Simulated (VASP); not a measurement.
# CrAuS2 (R-3m) in VASP: single point with LDA+U

Aim: the single point of CrAuS2 with LDA+U.

All numbers are computed with VASP 6.6.1; they aren't measurements. Logs are shortened: lines on timing, memory, paths and dates and some standing lists are left out, and cuts for length are marked.

**1. The cell of the first run**

It takes space group R-3m (No. 166, trigonal). The conventional cell has a = 3.541 Å, b = 3.541 Å, c = 21.324 Å, α = 90.00°, β = 90.00°, γ = 120.00°. Within 3.0 Å of Au (site symmetry -3m) lie 2 S at 2.30 Å. Within 3.2 Å of Cr (site symmetry -3m) lie 6 S at 2.40 Å. Within 3.0 Å of S (site symmetry 3m) lie 1 Au at 2.30 Å and 3 Cr at 2.40 Å.

**2. Single point, LDA+U, collinear spin, ferromagnetic start**

The input, INCAR:

```
SYSTEM = CrAuS2
PREC = Accurate ; ENCUT = 520
EDIFF = 1E-6 ; ISMEAR = 0
SIGMA = 0.05 ; LREAL = .False.
LASPH = .True. ; NELM = 150
ALGO = Normal ; ISIF = 2
LWAVE = .False. ; LCHARG = .False.
ISPIN = 2 ; MAGMOM = 0 3 0 0
LORBIT = 11 ; LMAXMIX = 4
LDAU = .True. ; LDAUTYPE = 2
LDAUL = -1 2 -1 ; LDAUU = 0 3 0
LDAUJ = 0 0 0 ; LDAUPRINT = 1
NBANDS = 30
```

The input, KPOINTS:

```
Automatic mesh
0
Gamma
  6 6 6
  0 0 0
```

The input, POSCAR:

```
CrAuS2
1.0
    1.7706211400      1.0222685900      7.1080342100
   -1.7706211400      1.0222685900      7.1080342100
    0.0000000000     -2.0445371800      7.1080342100
Au Cr S
1 1 2
Direct
    0.0000000000      0.0000000000      0.0000000000
    0.5000000000      0.5000000000      0.5000000000
    0.8923184600      0.8923184600      0.8923184600
    0.1076815400      0.1076815400      0.1076815400
```

Potentials or basis: VASP PAW LDA potentials, release 64 (Au, Cr_pv, S).

Command:

```console
$ cat potpaw_LDA.64/Au/POTCAR potpaw_LDA.64/Cr_pv/POTCAR potpaw_LDA.64/S/POTCAR > POTCAR
$ mpirun -np 1 vasp_std > vasp.out
```

OUTCAR:

```text
SYSTEM = CrAuS2
   PREC = Accurate
   ENCUT = 520
   EDIFF = 1E-6
   ISMEAR = 0
   LREAL = .False.
   LASPH = .True.
   NELM = 150
   ISIF = 2
   ISPIN = 2
   LORBIT = 11

 ion  position               nearest neighbor table
   1  0.000  0.000  0.000-   3 2.30   4 2.30
   2  0.500  0.500  0.500-   4 2.40   3 2.40   4 2.40   4 2.40   3 2.40   3 2.40
   3  0.892  0.892  0.892-   1 2.30   2 2.40   2 2.40   2 2.40
   4  0.108  0.108  0.108-   1 2.30   2 2.40   2 2.40   2 2.40

  LATTYP: Found a trigonal (rhomboedric) cell.
 ALAT       =     7.3962343542
 COS(alpha) =     0.8853801179

  Lattice vectors:

 A1 = (   1.7706211400,   1.0222685900,   7.1080342100)
 A2 = (  -1.7706211400,   1.0222685900,   7.1080342100)
 A3 = (   0.0000000000,  -2.0445371800,   7.1080342100)

Analysis of symmetry for initial positions (statically):
=====================================================================
 Subroutine PRICEL returns:
 Original cell was already a primitive cell.

 Routine SETGRP: Setting up the symmetry group for a
 trigonal (rhombohedral) supercell.

 Subroutine GETGRP returns: Found 12 space group operations
 (whereof 12 operations were pure point group operations)
 out of a pool of 12 trial point group operations.

The static configuration has the point symmetry D_3d.

Analysis of symmetry for dynamics (positions and initial velocities):
=====================================================================
 Subroutine PRICEL returns:
 Original cell was already a primitive cell.

 Routine SETGRP: Setting up the symmetry group for a
 trigonal (rhombohedral) supercell.

 Subroutine GETGRP returns: Found 12 space group operations
 (whereof 12 operations were pure point group operations)
 out of a pool of 12 trial point group operations.

The dynamic configuration has the point symmetry D_3d.

Analysis of structural, dynamic, and magnetic symmetry:
=====================================================================
 Subroutine PRICEL returns:
 Original cell was already a primitive cell.

 Routine SETGRP: Setting up the symmetry group for a
 trigonal (rhombohedral) supercell.

 Subroutine GETGRP returns: Found 12 space group operations
 (whereof 12 operations were pure point group operations)
 out of a pool of 12 trial point group operations.

The overall configuration has the point symmetry D_3d.

 Subroutine INISYM returns: Found 12 space group operations
 (whereof 12 operations are pure point group operations),
 and found     1 'primitive' translations

----------------------------------------------------------------------------------------

                                     Primitive cell

  volume of cell :      77.1954

  direct lattice vectors                    reciprocal lattice vectors
     1.770621140  1.022268590  7.108034210     0.282386779  0.163036083  0.046895291
    -1.770621140  1.022268590  7.108034210    -0.282386779  0.163036083  0.046895291
     0.000000000 -2.044537180  7.108034210     0.000000000 -0.326072166  0.046895291

  length of vectors
     7.396234354  7.396234354  7.396234353     0.329427117  0.329427117  0.329427117

  position of ions in fractional coordinates (direct lattice)
     0.000000000  0.000000000  0.000000000
     0.500000000  0.500000000  0.500000000
     0.892318460  0.892318460  0.892318460
     0.107681540  0.107681540  0.107681540

  ion indices of the primitive-cell ions
   primitive index   ion index
                 1           1
                 2           2
                 3           3
                 4           4

----------------------------------------------------------------------------------------

 KPOINTS: Automatic mesh
[... 78 lines left out ...]
   PSTRESS=    0.0 pullay stress
   NELECT =      35.0000    total number of electrons
   NUPDOWN=      -1.0000    fix difference up-down
   EMIN   =  10.00;   EMAX   =-10.00  energy-range for DOS
   EFERMI =   0.00;   METHOD = LEGACY
   ISMEAR =     0;   SIGMA  =   0.05  broadening in eV -4-tet -1-fermi 0-gaus
   EFERMI_NEDOS =   21; number of points for ismear=-14 and -15
   IALGO  =     38    algorithm
   IMIX   =      4    mixing-type and parameters
     AMIX     =   0.40;   BMIX     =  1.00
     AMIX_MAG =   1.60;   BMIX_MAG =  1.00
  volume/ion in A,a.u.               =      19.30       130.24
  Fermi-wavevector in a.u.,A,eV,Ry     =   1.257671  2.376654 21.520829  1.581736
  Thomas-Fermi vector in A             =   2.391318
   LORBIT       =     11    0 simple, 1 ext, 2 COOP (PROOUT), +10 PAW based schemes
 LDA+U is selected, type is set to LDAUTYPE =  2
   angular momentum for each species LDAUL =    -1    2   -1
   U (eV)           for each species LDAUU =   0.0  3.0  0.0
   J (eV)           for each species LDAUJ =   0.0  0.0  0.0
   GGA     = CA    functional components
   LHFCALC =     F    Hartree Fock is set to
   AEXX    =    0.0000 exact exchange contribution
   IVDW    =     0    specifies the selected vdW correction
   LEPSILON=     F    determine dielectric tensor
   LRPA    =     F    only Hartree local field effects (RPA)
 spin polarized calculation
 Gauss-broadening in eV      SIGMA  =   0.05
  energy-cutoff  :      520.00
  volume of cell :       77.20
 maximum number of plane-waves:      2118
   NGX = 27   NGY = 27   NGZ = 27

atom =   2  type =  2  l = 2

 onsite density matrix

spin component  1

  0.7598  0.0000 -0.0000  0.2196 -0.0000
  0.0000  0.5592 -0.0000 -0.0000  0.2196
 -0.0000 -0.0000  0.8993 -0.0000 -0.0000
  0.2196 -0.0000 -0.0000  0.5592  0.0000
 -0.0000  0.2196 -0.0000  0.0000  0.7598

spin component  2

  0.1014  0.0000  0.0000 -0.0828 -0.0000
  0.0000  0.1651  0.0000  0.0000 -0.0828
  0.0000  0.0000  0.0264  0.0000 -0.0000
 -0.0828  0.0000  0.0000  0.1651  0.0000
 -0.0000 -0.0828 -0.0000  0.0000  0.1014

 occupancies and eigenvectors

  o =  0.0264  v =  0.0000  0.0000  0.0000  0.0000  0.0000  0.0000 -0.0000 -1.0000  0.0000 -0.0000      0.0000  0.0000  0.0000  0.0000  0.0000  0.0000  0.0000  0.0000  0.0000  0.0000
  o =  0.0445  v =  0.0000  0.0000  0.0000  0.0000  0.0000 -0.0000  0.5661 -0.0000 -0.0000  0.8243      0.0000  0.0000  0.0000  0.0000  0.0000  0.0000  0.0000  0.0000  0.0000  0.0000
  o =  0.0445  v =  0.0000  0.0000  0.0000  0.0000  0.0000  0.8243  0.0000  0.0000  0.5661  0.0000      0.0000  0.0000  0.0000  0.0000  0.0000  0.0000  0.0000  0.0000  0.0000  0.0000
  o =  0.2219  v =  0.0000  0.0000  0.0000  0.0000  0.0000  0.0000  0.8243  0.0000  0.0000 -0.5661      0.0000  0.0000  0.0000  0.0000  0.0000  0.0000  0.0000  0.0000  0.0000  0.0000
  o =  0.2219  v =  0.0000  0.0000  0.0000  0.0000  0.0000  0.5661 -0.0000  0.0000 -0.8243 -0.0000      0.0000  0.0000  0.0000  0.0000  0.0000  0.0000  0.0000  0.0000  0.0000  0.0000
  o =  0.4181  v =  0.0000 -0.8413  0.0000 -0.0000  0.5406  0.0000  0.0000  0.0000  0.0000  0.0000      0.0000  0.0000  0.0000  0.0000  0.0000  0.0000  0.0000  0.0000  0.0000  0.0000
  o =  0.4181  v = -0.5406  0.0000 -0.0000  0.8413 -0.0000  0.0000  0.0000  0.0000  0.0000  0.0000      0.0000  0.0000  0.0000  0.0000  0.0000  0.0000  0.0000  0.0000  0.0000  0.0000
  o =  0.8993  v =  0.0000 -0.0000 -1.0000 -0.0000 -0.0000  0.0000  0.0000  0.0000  0.0000  0.0000      0.0000  0.0000  0.0000  0.0000  0.0000  0.0000  0.0000  0.0000  0.0000  0.0000
  o =  0.9009  v =  0.0000  0.5406 -0.0000  0.0000  0.8413  0.0000  0.0000  0.0000  0.0000  0.0000      0.0000  0.0000  0.0000  0.0000  0.0000  0.0000  0.0000  0.0000  0.0000  0.0000
  o =  0.9009  v = -0.8413  0.0000  0.0000 -0.5406  0.0000  0.0000  0.0000  0.0000  0.0000  0.0000      0.0000  0.0000  0.0000  0.0000  0.0000  0.0000  0.0000  0.0000  0.0000  0.0000

 number of electron      34.9999995 magnetization       2.9999831

 Free energy of the ion-electron system (eV)
  ---------------------------------------------------
  ext. energy  EPLUGINS =         0.00000000
  ---------------------------------------------------
  free energy    TOTEN  =       -23.99130173 eV

  energy without entropy =      -23.99130173  energy(sigma->0) =      -23.99130173

 E-fermi :   5.6033     XC(G=0): -10.7426

 val. band max:        5.2908539522   @ k =   0.5000   0.5000   0.5000
 cond. band min:       6.0025302266   @ k =   0.3333   0.3333   0.0000
 fundamental gap:      0.7116762744
 Fermi energy:         5.6033128993

 spin component 1

 k-point     1 :       0.0000    0.0000    0.0000
  band No.  band energies     occupation
      1     -38.6037      1.00000
      2     -38.5781      1.00000
      3     -38.5781      1.00000
      4      -8.9951      1.00000
      5      -7.2442      1.00000
      6      -2.1963      1.00000
[... 1529 lines left out ...]
     28      14.9815      0.00000
     29      15.4454      0.00000

 [... further k-points ...]

 [bands above 29 left out]

------------------------ aborting loop because EDIFF is reached ----------------------------------------

  FORCE on cell =-STRESS in cart. coord.  units (eV):
  Direction    XX          YY          ZZ          XY          YZ          ZX
  --------------------------------------------------------------------------------------
  -------------------------------------------------------------------------------------
  Total       -1.7337810     -1.7337810     -2.7869866     -0.0000000      0.0000000      0.0000000
  in kB      -35.9843281    -35.9843280    -57.8434308     -0.0000000      0.0000000      0.0000000
  external PRESSURE =     -43.2706957 kB  Pullay stress =       0.0000000 kB

 VOLUME and BASIS-vectors are now :
 -----------------------------------------------------------------------------
  energy-cutoff  :      520.00
  volume of cell :       77.20
      direct lattice vectors                 reciprocal lattice vectors
     1.770621140  1.022268590  7.108034210     0.282386779  0.163036083  0.046895291
    -1.770621140  1.022268590  7.108034210    -0.282386779  0.163036083  0.046895291
     0.000000000 -2.044537180  7.108034210     0.000000000 -0.326072166  0.046895291

 POSITION                                       TOTAL-FORCE (eV/Angst)
 -----------------------------------------------------------------------------------
      0.00000      0.00000      0.00000         0.000000      0.000000      0.000000
      0.00000      0.00000     10.66205         0.000000      0.000000      0.000000
      0.00000      0.00000     19.02789         0.000000     -0.000000      0.064724
      0.00000      0.00000      2.29621         0.000000      0.000000     -0.064724
 -----------------------------------------------------------------------------------
    total drift:                               -0.000000     -0.000000      0.000000

  FREE ENERGIE OF THE ION-ELECTRON SYSTEM (eV)
  ---------------------------------------------------
  free  energy   TOTEN  =       -23.9913017318 eV

  energy  without entropy=      -23.9913017318  energy(sigma->0) =      -23.99130173

 total charge

# of ion       s       p       d       tot
------------------------------------------
    1        0.629   0.277   8.763   9.669
    2        0.296   6.300   4.070  10.665
    3        1.318   2.408   0.000   3.725
    4        1.318   2.408   0.000   3.725
--------------------------------------------------
tot          3.560  11.393  12.832  27.785

 magnetization (x)

# of ion       s       p       d       tot
------------------------------------------
    1        0.011   0.004  -0.022  -0.007
    2        0.037   0.032   2.970   3.038
    3       -0.007  -0.083   0.000  -0.089
    4       -0.007  -0.083   0.000  -0.089
--------------------------------------------------
tot          0.035  -0.129   2.947   2.852
```

Run time: 8.3 min. Hardware: 1 thread of Intel Xeon Platinum 8488C (Sapphire Rapids), shared host; peak memory 0.41 GiB.

Results:

* Free energy: -23.9913 eV
* Pressure: -4.3 GPa
* Largest force: 0.065 eV/Å
* Band gap on the k mesh: 0.71 eV (least direct gap 1.66 eV)
* Net moment: 3.00 μB per cell
* Site moments: Au -0.01; Cr +3.04; S -0.09 μB
* Valence electrons inside the program's atomic spheres: Au 9.67; Cr 10.66; S 3.73

Forces on the atoms (eV/Å):
```
Au   0.000  0.000  0.000
Cr   0.000  0.000  0.000
S    0.000  0.000  0.065
S    0.000  0.000 -0.065
```

Stress tensor (GPa, compression positive):
```
-3.60  0.00  0.00
 0.00 -3.60  0.00
 0.00  0.00 -5.78
```

Eigenvalues of the final occupation matrices:
| site | spin | trace | eigenvalues |
| --- | --- | --- | --- |
| site 2 d | 1 | 3.54 | 0.42 0.42 0.90 0.90 0.90 |
| site 2 d | 2 | 0.56 | 0.03 0.04 0.04 0.22 0.22 |

Caveat: the cell stands under tension; an empty level that is flat over the whole mesh can mark a ghost state of the potentials, or a narrow d or f band; spin-orbit coupling is left out, which moves the levels of the heavy elements; a cell with one magnetic atom can't hold antiferromagnetic order, which such compounds often take.
